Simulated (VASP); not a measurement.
Here is a VASP 6.6.1 calculation.

INCAR

```
SYSTEM = Cd
ALGO = Normal
EDIFF = 1E-6
ENCUT = 520
GGA = CA
ISIF = 2
ISMEAR = 1
LASPH = .True.
LCHARG = .True.
LELF = .True.
LREAL = .False.
LVHAR = .True.
LWAVE = .False.
NBANDS = 19
NELM = 60
PREC = Accurate
SIGMA = 0.1
```

File KPOINTS:

```
k-points
0
Gamma
  11 11 5
  0 0 0
```

The input POSCAR:

```
Cd
1.0
    2.9788700000      0.0000000000      0.0000000000
   -1.4894350000      2.5797770000      0.0000000000
    0.0000000000      0.0000000000      5.6176500000
Cd
2
Direct
    0.3333333333      0.6666666667      0.2500000000
    0.6647285146      0.3294570293      0.7500000000
```

Potentials or basis: VASP PAW LDA potentials, release 64 (Cd).

Run with:

```bash
$ cat potpaw_LDA.64/Cd/POTCAR > POTCAR
$ mpirun -np 1 vasp_std > vasp.out
```

(1) Predict the pressure.

(2) Predict the band gap on the k mesh.

Answers

(1) -3.8 GPa.

(2) zero (band 12 reaches 4.37 eV, above the bottom of band 13 at -0.31 eV).
